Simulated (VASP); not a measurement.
A run of VASP 6.6.1:

The input INCAR:

```
  PREC = Accurate
  ENCUT = 1300
  EDIFF = 1E-6
  ISMEAR = 0
  SIGMA = 0.05
  LREAL = F
  LASPH = T
  NELM = 120
  ALGO = Normal
  ISIF = 2
  LWAVE = F
  LCHARG = T
  LELF = T
  LVHAR = T
  NBANDS = 11
  GGA_COMPAT = F
```

KPOINTS

```
regular mesh
0
Gamma
  12 12 12
```

Contents of POSCAR:

```
C
1.0
    0.0000000000      1.8121215719      1.6730671760
    1.8121215719      0.0000000000      1.6730671760
    1.8121215719      1.8121215719      0.0000000000
C
2
Direct
    0.5000000000      0.5000000000      0.5000000000
    0.7500000000      0.7500000000      0.7500000000
```

Potentials or basis: VASP PAW LDA potentials, release 64 (C_h).

The run is started by

```sh
$ cat potpaw_LDA.64/C_h/POTCAR > POTCAR
$ mpirun -np 1 vasp_std > vasp.out
```

Hardware: 1 thread of Intel(R) Xeon(R) Platinum 8375C CPU @ 2.90GHz (Ice Lake), on a shared host.

Task: How long does it take, and how much memory?

Result: It took 94 s on 1 thread of Intel(R) Xeon(R) Platinum 8375C CPU @ 2.90GHz (Ice Lake), with other jobs on the host, peak memory 0.17 GiB. Counts: scf iterations 11, k points 163.
